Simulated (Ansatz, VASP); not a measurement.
**CaO: VASP beside Ansatz**

```
Ca O
1.0
     0.00000    2.57121    2.57121
     2.57121    0.00000    2.57121
     2.57121    2.57121    0.00000
Ca O
1 1
Direct
  0.00000 0.00000 0.00000
  0.25000 0.25000 0.25000
```

Alike in both runs: task single point; functional r2SCAN; k mesh 8 × 8 × 8; occupations gaussian, width 0.05 eV; no spin polarisation.

|  | VASP | Ansatz |
| --- | --- | --- |
| version | VASP 6.6.1 | Ansatz 0.2.0 |
| potentials or method | VASP PAW PBE potentials, release 64 (Ca_sv, O), cutoff 520 eV | scalar-relativistic, plane waves, PAW |
| valence electrons in the cell | 16 | 16 |

Ansatz gave:

| Item | Value |
| --- | --- |
| gap on the k mesh at the Fermi level (eV) | 3.90 |
| least direct gap on the mesh (eV) | 4.60 |
| pressure (GPa) | 3.7 |

Estimate VASP's values.

gap on the k mesh at the Fermi level (eV): 3.87; least direct gap on the mesh (eV): 4.58; pressure (GPa): 4.7.

VASP's potentials were made for PBE, not for r2SCAN. The functional is the same, so the differences come from potentials, cutoffs and numerics.
